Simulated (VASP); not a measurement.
Ni:

```
Ni
1.0
     0.00000    1.77165    1.77165
     1.77165    0.00000    1.77165
     1.77165    1.77165    0.00000
Ni
1
Direct
  0.00000 0.00000 0.00000
```

Base run:

```yaml
Program: VASP 6.6.1
Functional: PBEsol
Potentials_or_basis: VASP PAW PBE potentials, release 64 (Ni)
Cutoff: 520 eV
k_mesh: 15 × 15 × 15
Occupations: fermi-dirac, width 0.1 eV
Spin: collinear spin, ferromagnetic start
Starting_moments: "[0.72] μB"
Fixed_moment: 0.72 μB
```

Its results: pressure -12.4 GPa; site moments Ni +0.73 μB.

Task: The run is repeated on the same cell with these changes: fixed moment from 0.72 μB to 1.2 μB; moments at the start from [0.72] to [1.2]. What comes out?

Result: Pressure -7.0 GPa; site moments Ni +1.17 μB.

Caveats: the PAW data sets were made with another functional, which shifts forces and pressure a little; the total moment is fixed, so each spin has its own Fermi level.
